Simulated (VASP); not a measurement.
# Y2Te (Fm-3m) in VASP: notebook

The runs below take Y2Te through single point, relaxation of cell and atoms, with PBE.

All numbers are computed with VASP 6.6.1; they aren't measurements. Logs are shortened: lines on timing, memory, paths and dates and some standing lists are left out, and cuts for length are marked.

## 1. The cell of the first run

Symmetry: Fm-3m, No. 225, cubic system. Conventional cell: a = 7.178 Å, b = 7.178 Å, c = 7.178 Å, α = 90.00°, β = 90.00°, γ = 90.00°. Within 4.1 Å of Y (site symmetry -43m) lie 4 Te at 3.11 Å and 6 Y at 3.59 Å. Within 4.1 Å of Te (site symmetry m-3m) lie 8 Y at 3.11 Å.

## 2. Single point, PBE

The input, INCAR:

```
ALGO = Normal
EDIFF = 1E-6
ENCUT = 520
GGA = PE
ISIF = 2
ISMEAR = 0
LASPH = T
LCHARG = F
LREAL = F
LWAVE = F
NBANDS = 21
NELM = 60
PREC = Accurate
SIGMA = 0.1
```

The input, KPOINTS:

```
k-points
0
Gamma
  4 4 4
```

The input, POSCAR:

```
Y2Te
1.0
    0.0000000000      3.5890438993      3.5890438993
    3.5890438993      0.0000000000      3.5890438993
    3.5890438993      3.5890438993      0.0000000000
Y Te
2 1
Direct
    0.2500000000      0.2500000000      0.2500000000
    0.7500000000      0.7500000000      0.7500000000
    0.0000000000      0.0000000000      0.0000000000
```

Potentials or basis: VASP PAW PBE potentials, release 64 (Y_sv, Te).

The run is started by

```bash
$ cat potpaw_PBE.64/Y_sv/POTCAR potpaw_PBE.64/Te/POTCAR > POTCAR
$ mpirun -np 1 vasp_std > vasp.out
```

OUTCAR:

```text
EDIFF = 1E-6
   ENCUT = 520
   GGA = PE
   ISIF = 2
   ISMEAR = 0
   LASPH = T
   LREAL = F
   NELM = 60
   PREC = Accurate

 ion  position               nearest neighbor table
   1  0.250  0.250  0.250-   3 3.11   3 3.11   3 3.11   3 3.11   2 3.59   2 3.59   2 3.59   2 3.59
                             2 3.59   2 3.59
   2  0.750  0.750  0.750-   3 3.11   3 3.11   3 3.11   3 3.11   1 3.59   1 3.59   1 3.59   1 3.59
                             1 3.59   1 3.59
   3  0.000  0.000  0.000-   2 3.11   2 3.11   2 3.11   1 3.11   2 3.11   1 3.11   1 3.11   1 3.11

  LATTYP: Found a face centered cubic cell.
 ALAT       =     7.1780877986

  Lattice vectors:

 A1 = (   0.0000000000,   3.5890438993,   3.5890438993)
 A2 = (   3.5890438993,   0.0000000000,   3.5890438993)
 A3 = (   3.5890438993,   3.5890438993,   0.0000000000)

Analysis of symmetry for initial positions (statically):
=====================================================================
 Subroutine PRICEL returns:
 Original cell was already a primitive cell.

 Routine SETGRP: Setting up the symmetry group for a
 face centered cubic supercell.

 Subroutine GETGRP returns: Found 48 space group operations
 (whereof 48 operations were pure point group operations)
 out of a pool of 48 trial point group operations.

The static configuration has the point symmetry O_h .

Analysis of symmetry for dynamics (positions and initial velocities):
=====================================================================
 Subroutine PRICEL returns:
 Original cell was already a primitive cell.

 Routine SETGRP: Setting up the symmetry group for a
 face centered cubic supercell.

 Subroutine GETGRP returns: Found 48 space group operations
 (whereof 48 operations were pure point group operations)
 out of a pool of 48 trial point group operations.

The dynamic configuration has the point symmetry O_h .

 Subroutine INISYM returns: Found 48 space group operations
 (whereof 48 operations are pure point group operations),
 and found     1 'primitive' translations

----------------------------------------------------------------------------------------

                                     Primitive cell

  volume of cell :      92.4626

  direct lattice vectors                    reciprocal lattice vectors
     0.000000000  3.589043899  3.589043899    -0.139312868  0.139312868  0.139312868
     3.589043899  0.000000000  3.589043899     0.139312868 -0.139312868  0.139312868
     3.589043899  3.589043899  0.000000000     0.139312868  0.139312868 -0.139312868

[... 68 lines left out ...]
   EDIFF  = 0.1E-05   stopping-criterion for ELM
   LREAL  =      F    real-space projection
   EDIFFG = 0.1E-04   stopping-criterion for IOM
   NSW    =      0    number of steps for IOM
   IBRION =     -1    ionic relax: 0-MD 1-quasi-New 2-CG
   NFREE  =      0    steps in history (QN), initial steepest desc. (CG)
   ISIF   =      2    stress and relaxation
   ISYM   =      2    0-nonsym 1-usesym 2-fastsym
   POTIM  = 0.5000    time-step for ionic-motion
   TEBEG  =    0.0;   TEEND  =   0.0 temperature during run
   PSTRESS=    0.0 pullay stress
   NELECT =      28.0000    total number of electrons
   NUPDOWN=      -1.0000    fix difference up-down
   EMIN   =  10.00;   EMAX   =-10.00  energy-range for DOS
   EFERMI =   0.00;   METHOD = LEGACY
   ISMEAR =     0;   SIGMA  =   0.10  broadening in eV -4-tet -1-fermi 0-gaus
   EFERMI_NEDOS =   21; number of points for ismear=-14 and -15
   IALGO  =     38    algorithm
   IMIX   =      4    mixing-type and parameters
     AMIX     =   0.40;   BMIX     =  1.00
     AMIX_MAG =   1.60;   BMIX_MAG =  1.00
  volume/ion in A,a.u.               =      30.82       207.99
  Fermi-wavevector in a.u.,A,eV,Ry     =   1.099357  2.077483 16.443808  1.208586
  Thomas-Fermi vector in A             =   2.235750
   LORBIT       =      0    0 simple, 1 ext, 2 COOP (PROOUT), +10 PAW based schemes
   GGA     = PE    functional components
   LHFCALC =     F    Hartree Fock is set to
   AEXX    =    0.0000 exact exchange contribution
   IVDW    =     0    specifies the selected vdW correction
   LEPSILON=     F    determine dielectric tensor
   LRPA    =     F    only Hartree local field effects (RPA)
 non-spin polarized calculation
 Gauss-broadening in eV      SIGMA  =   0.10
  energy-cutoff  :      520.00
  volume of cell :       92.46
 maximum number of plane-waves:      2502
 NGX is ok and might be reduce to    40
   NGX = 19   NGY = 19   NGZ = 19

 number of electron      28.0000000 magnetization

 Free energy of the ion-electron system (eV)
  ---------------------------------------------------
  ext. energy  EPLUGINS =         0.00000000
  ---------------------------------------------------
  free energy    TOTEN  =       -17.51504770 eV

  energy without entropy =      -17.46973561  energy(sigma->0) =      -17.49239165

 E-fermi :   5.2180     XC(G=0):  -9.5189

 val. band max:        5.1287359233   @ k =  -0.2500   0.5000   0.2500
 cond. band min:       5.2276383001   @ k =   0.5000   0.2500   0.0000
 fundamental gap:      0.0989023768
 Fermi energy:         5.2179824101

 k-point     1 :       0.0000    0.0000    0.0000
  band No.  band energies     occupation
      1     -37.7664      2.00000
      2     -37.6987      2.00000
      3     -17.9015      2.00000
      4     -17.9015      2.00000
      5     -17.9015      2.00000
      6     -17.6681      2.00000
[... 181 lines left out ...]
     20       8.2366      0.00000
     21       9.4644      0.00000

------------------------ aborting loop because EDIFF is reached ----------------------------------------

  FORCE on cell =-STRESS in cart. coord.  units (eV):
  Direction    XX          YY          ZZ          XY          YZ          ZX
  --------------------------------------------------------------------------------------
  -------------------------------------------------------------------------------------
  Total       -0.0579485     -0.0579485     -0.0579485     -0.0000000     -0.0000000     -0.0000000
  in kB       -1.0041222     -1.0041222     -1.0041222     -0.0000000     -0.0000000     -0.0000000
  external PRESSURE =      -1.0041222 kB  Pullay stress =       0.0000000 kB

 VOLUME and BASIS-vectors are now :
 -----------------------------------------------------------------------------
  energy-cutoff  :      520.00
  volume of cell :       92.46
      direct lattice vectors                 reciprocal lattice vectors
     0.000000000  3.589043899  3.589043899    -0.139312868  0.139312868  0.139312868
     3.589043899  0.000000000  3.589043899     0.139312868 -0.139312868  0.139312868
     3.589043899  3.589043899  0.000000000     0.139312868  0.139312868 -0.139312868

 POSITION                                       TOTAL-FORCE (eV/Angst)
 -----------------------------------------------------------------------------------
      1.79452      1.79452      1.79452         0.000000      0.000000     -0.000000
      5.38357      5.38357      5.38357        -0.000000     -0.000000      0.000000
      0.00000      0.00000      0.00000         0.000000      0.000000      0.000000
 -----------------------------------------------------------------------------------
    total drift:                                0.000000     -0.000000      0.000000

  FREE ENERGIE OF THE ION-ELECTRON SYSTEM (eV)
  ---------------------------------------------------
  free  energy   TOTEN  =       -17.5150476989 eV

  energy  without entropy=      -17.4697356110  energy(sigma->0) =      -17.49239165
```

stdout:

```text
POSCAR found type information on POSCAR Y Te
 POSCAR found :  2 types and       3 ions
 scaLAPACK will be used
 LDA part: xc-table for (Slater+PW92), standard interpolation
 POSCAR, INCAR and KPOINTS ok, starting setup
 FFT: planning ... GRIDC
 FFT: planning ... GRID_SOFT
 FFT: planning ... GRID
 WAVECAR not read
 entering main loop
```

Run time: 18 s. Hardware: 1 thread of AMD EPYC 9R14 (Zen 4), shared host; peak memory 0.21 GiB.

Results:

| Property | Result |
| --- | --- |
| Free energy | -17.5150 eV |
| Pressure | -0.1 GPa |
| Band gap on the k mesh | zero (band 14 reaches 5.37 eV, above the bottom of band 15 at 4.29 eV) |

Levels at points of the mesh, in eV from the Fermi level:
| k point | band 11 | band 12 | band 13 | band 14 | band 15 | band 16 | band 17 | band 18 |
| --- | --- | --- | --- | --- | --- | --- | --- | --- |
| (0.00, 0.00, 0.00) | -4.56 | -4.56 | -1.26 | -0.92 | -0.92 | 3.11 | 3.11 | 3.11 |
| (0.50, 0.00, 0.00) | -4.20 | -4.20 | 0.15 | 0.15 | 0.34 | 0.39 | 1.40 | 1.40 |
| (0.50, 0.50, 0.00) | -3.92 | -3.92 | -1.46 | -0.86 | -0.15 | 1.85 | 1.85 | 1.94 |

Caveat: the k points lie up to 0.38 Å⁻¹ apart; spin-orbit coupling is left out, which moves the levels of the heavy elements.

## 3. Relaxation of cell and atoms, PBE

This run uses another cell than the first one, of 28.17 Å³/atom, 0.914 times its volume.

The input, INCAR:

```
  PREC = Accurate
  ENCUT = 600
  EDIFF = 1E-7
  ISMEAR = 0
  SIGMA = 0.1
  LREAL = F
  LASPH = T
  NELM = 80
  ALGO = Normal
  ISIF = 3
  LWAVE = F
  LCHARG = F
  GGA = PE
  IBRION = 2
  NSW = 90
  EDIFFG = -0.04
```

The input, KPOINTS:

```
regular mesh
0
Gamma
  4 4 4
```

The input, POSCAR:

```
Y2Te
1.0
    0.0000000000      3.4829693933      3.4829693933
    3.4829693933      0.0000000000      3.4829693933
    3.4829693933      3.4829693933      0.0000000000
Y Te
2 1
Direct
    0.2500000000      0.2500000000      0.2500000000
    0.7500000000      0.7500000000      0.7500000000
    0.0000000000      0.0000000000      0.0000000000
```

Potentials or basis: VASP PAW PBE potentials, release 64 (Y_sv, Te).

The run is started by

```bash
$ cat potpaw_PBE.64/Y_sv/POTCAR potpaw_PBE.64/Te/POTCAR > POTCAR
$ mpirun -np 1 vasp_std > vasp.out
```

OUTCAR:

```text
PREC = Accurate
   ENCUT = 600
   EDIFF = 1E-7
   ISMEAR = 0
   LREAL = F
   LASPH = T
   NELM = 80
   ISIF = 3
   GGA = PE
   IBRION = 2
   NSW = 90
   EDIFFG = -0.04

 ion  position               nearest neighbor table
   1  0.250  0.250  0.250-   3 3.02   3 3.02   3 3.02   3 3.02   2 3.48   2 3.48   2 3.48   2 3.48
                             2 3.48   2 3.48
   2  0.750  0.750  0.750-   3 3.02   3 3.02   3 3.02   3 3.02   1 3.48   1 3.48   1 3.48   1 3.48
                             1 3.48   1 3.48
   3  0.000  0.000  0.000-   2 3.02   1 3.02   2 3.02   1 3.02   2 3.02   2 3.02   1 3.02   1 3.02

  LATTYP: Found a face centered cubic cell.
 ALAT       =     6.9659387866

  Lattice vectors:

 A1 = (   0.0000000000,   3.4829693933,   3.4829693933)
 A2 = (   3.4829693933,   0.0000000000,   3.4829693933)
 A3 = (   3.4829693933,   3.4829693933,   0.0000000000)

Analysis of symmetry for initial positions (statically):
=====================================================================
 Subroutine PRICEL returns:
 Original cell was already a primitive cell.

 Routine SETGRP: Setting up the symmetry group for a
 face centered cubic supercell.

 Subroutine GETGRP returns: Found 48 space group operations
 (whereof 48 operations were pure point group operations)
 out of a pool of 48 trial point group operations.

[... 153 lines left out ...]
  Direction    XX          YY          ZZ          XY          YZ          ZX
  --------------------------------------------------------------------------------------
  -------------------------------------------------------------------------------------
  Total        2.9539570      2.9539570      2.9539570      0.0000000      0.0000000     -0.0000000
  in kB       56.0061584     56.0061584     56.0061584      0.0000000      0.0000000     -0.0000000
  external PRESSURE =      56.0061584 kB  Pullay stress =       0.0000000 kB
[... 24 lines left out ...]
--------------------------------------- Ionic step        2  -------------------------------------------

 number of electron      28.0000002 magnetization

 E-fermi :   4.8348     XC(G=0):  -9.3296

 val. band max:        4.8005556142   @ k =   0.2500   0.0000   0.0000
 cond. band min:       4.8725260134   @ k =   0.5000   0.2500   0.0000
 fundamental gap:      0.0719703992
 Fermi energy:         4.8348262779

 k-point     1 :       0.0000    0.0000    0.0000
  band No.  band energies     occupation
      1     -38.3129      2.00000
      2     -38.2591      2.00000
      3     -18.4105      2.00000
      4     -18.4105      2.00000
      5     -18.4105      2.00000
      6     -18.2127      2.00000
[... 193 lines left out ...]
--------------------------------------- Ionic step        3  -------------------------------------------

 number of electron      27.9999999 magnetization

 Free energy of the ion-electron system (eV)
  ---------------------------------------------------
  ext. energy  EPLUGINS =         0.00000000
  ---------------------------------------------------
  free energy    TOTEN  =       -17.51486426 eV

  energy without entropy =      -17.46957327  energy(sigma->0) =      -17.49221876

 E-fermi :   5.2245     XC(G=0):  -9.5223

 val. band max:        5.1352112778   @ k =  -0.2500   0.5000   0.2500
 cond. band min:       5.2337161623   @ k =   0.5000   0.2500   0.0000
 fundamental gap:      0.0985048846
 Fermi energy:         5.2244823700

 k-point     1 :       0.0000    0.0000    0.0000
  band No.  band energies     occupation
      1     -37.7572      2.00000
      2     -37.6893      2.00000
      3     -17.8929      2.00000
      4     -17.8929      2.00000
      5     -17.8929      2.00000
      6     -17.6588      2.00000
[... 187 lines left out ...]
  FREE ENERGIE OF THE ION-ELECTRON SYSTEM (eV)
  ---------------------------------------------------
  free  energy   TOTEN  =       -17.5148642556 eV

  energy  without entropy=      -17.4695732668  energy(sigma->0) =      -17.49221876

 reached required accuracy - stopping structural energy minimisation
```

OSZICAR:

```text
N       E                     dE             d eps       ncg     rms          rms(c)
DAV:   1     0.141551047465E+03    0.14155E+03   -0.14967E+04   288   0.160E+03
DAV:   2    -0.703830999830E+01   -0.14859E+03   -0.14658E+03   356   0.325E+02
DAV:   3    -0.173005440420E+02   -0.10262E+02   -0.10073E+02   522   0.572E+01
[... 35 lines left out ...]
DAV:   8    -0.175148440294E+02   -0.12459E-03   -0.22077E-04   500   0.685E-02    0.328E-02
DAV:   9    -0.175148634249E+02   -0.19396E-04   -0.13246E-05   360   0.287E-02    0.718E-03
DAV:  10    -0.175148640028E+02   -0.57782E-06   -0.42714E-06   484   0.622E-03    0.462E-03
DAV:  11    -0.175148642867E+02   -0.28397E-06   -0.17610E-07   256   0.327E-03    0.133E-03
DAV:  12    -0.175148642556E+02    0.31152E-07   -0.32197E-08   196   0.118E-03
   3 F= -.17514864E+02 E0= -.17492219E+02  d E =-.122901E+00
```

CONTCAR:

```text
Y2Te
   1.00000000000000
     0.0000000000000000    3.5880101055774061    3.5880101055774061
     3.5880101055774061    0.0000000000000000    3.5880101055774061
     3.5880101055774061    3.5880101055774061    0.0000000000000000
  Y               Te
     2     1
Direct
     0.2500000000000000    0.2500000000000000    0.2500000000000000
     0.7500000000000000    0.7500000000000000    0.7500000000000000
     0.0000000000000000    0.0000000000000000    0.0000000000000000

  0.00000000E+00  0.00000000E+00  0.00000000E+00
  0.00000000E+00  0.00000000E+00  0.00000000E+00
  0.00000000E+00  0.00000000E+00  0.00000000E+00
```

Run time: 55 s. Hardware: 1 thread of AMD EPYC 9R14 (Zen 4), shared host; peak memory 0.22 GiB.

What came out:

* Free energy: -17.5149 eV
* Relaxed volume: 30.79 Å³/atom
* Relaxed cell: a = 5.074 Å, b = 5.074 Å, c = 5.074 Å, α = 60.00°, β = 60.00°, γ = 60.00°
* Space group after relaxing (to 0.05 Å): Fm-3m (No. 225)
* Energy gained by relaxing: 41.0 meV/atom
* Ionic steps: 3
* Pressure after relaxing: -0.1 GPa
* Band gap on the k mesh: zero (band 14 reaches 5.38 eV, above the bottom of band 15 at 4.30 eV)

Step by step:
```csv
step,energy change (eV),largest force (eV/Å),pressure (GPa),volume (Å³)
1,0.0000,0.0000,5.60,84.50
2,-0.0931,0.0000,-1.84,97.13
3,-0.1229,0.0000,-0.06,92.38
```

Final structure:
```xyz
3
Lattice="0.0000 3.5880 3.5880 3.5880 0.0000 3.5880 3.5880 3.5880 0.0000" Properties=species:S:1:pos:R:3 pbc="T T T"
Y     1.7940    1.7940    1.7940
Y     5.3820    5.3820    5.3820
Te    0.0000    0.0000    0.0000
```

Caveat: the k points lie up to 0.38 Å⁻¹ apart in the final cell; spin-orbit coupling is left out, which moves the levels of the heavy elements.

## 4. Single point, PBE

This run uses another cell than the first one, of 30.58 Å³/atom, 0.992 times its volume.

The input, INCAR:

```
PREC = Accurate
ENCUT = 520
EDIFF = 1E-7
ISMEAR = 0
SIGMA = 0.1
LREAL = False
LASPH = True
NELM = 60
ALGO = Fast
ISIF = 2
LWAVE = False
LCHARG = False
GGA = PE
NBANDS = 21
```

The input, KPOINTS:

```
Automatic mesh
0
Gamma
  12 12 12
```

The input, POSCAR:

```
Y2Te
1.0
    0.0000000000      3.5795725975      3.5795725975
    3.5795725975      0.0000000000      3.5795725975
    3.5795725975      3.5795725975      0.0000000000
Y Te
2 1
Direct
    0.2500000000      0.2500000000      0.2500000000
    0.7500000000      0.7500000000      0.7500000000
    0.0000000000      0.0000000000      0.0000000000
```

The run is started by

```bash
$ cat potpaw_PBE.64/Y_sv/POTCAR potpaw_PBE.64/Te/POTCAR > POTCAR
$ mpirun -np 1 vasp_std > vasp.out
```

It took 3.6 min on 1 thread of AMD EPYC 9R14 (Zen 4), shared host; peak memory 0.32 GiB.

The run converged. Its results:

* Free energy: -17.6036 eV
* Pressure: 0.0 GPa
* Band gap on the k mesh: zero (band 14 reaches 5.46 eV, above the bottom of band 15 at 4.31 eV)

Levels at points of the mesh, in eV from the Fermi level:
| k point | band 11 | band 12 | band 13 | band 14 | band 15 | band 16 | band 17 | band 18 |
| --- | --- | --- | --- | --- | --- | --- | --- | --- |
| (0.00, 0.00, 0.00) | -4.57 | -4.57 | -1.20 | -0.93 | -0.93 | 3.14 | 3.14 | 3.14 |
| (0.50, 0.00, 0.00) | -4.21 | -4.21 | 0.17 | 0.17 | 0.38 | 0.41 | 1.41 | 1.41 |
| (0.50, 0.50, 0.00) | -3.92 | -3.92 | -1.43 | -0.85 | -0.16 | 1.85 | 1.85 | 1.96 |

Caveat: spin-orbit coupling is left out, which moves the levels of the heavy elements.

## 5. The runs side by side

| task | cell | k mesh | cutoff (eV) | gap on the mesh (eV) | pressure (GPa) |
| --- | --- | --- | --- | --- | --- |
| single point | a = 5.076 Å, angles 60.0°, 3 atoms | 4 × 4 × 4 | 520 | none | -0.1 |
| relaxation of cell and atoms | relaxed from a = 4.926 Å, angles 60.0°, 3 atoms | 4 × 4 × 4 | 600 | none | -0.1 |
| single point | a = 5.062 Å, angles 60.0°, 3 atoms | 12 × 12 × 12 | 520 | none | 0.0 |

Alike in all rows: level PBE; potentials or basis VASP PAW PBE potentials, release 64 (Y_sv, Te); no spin polarisation; smearing gaussian 0.1 eV.

Caveats: some runs use coarse meshes; spin-orbit coupling is left out, which moves the levels of the heavy elements.

Total energies depend on the potentials used, so only differences within one code and one set of settings carry meaning.
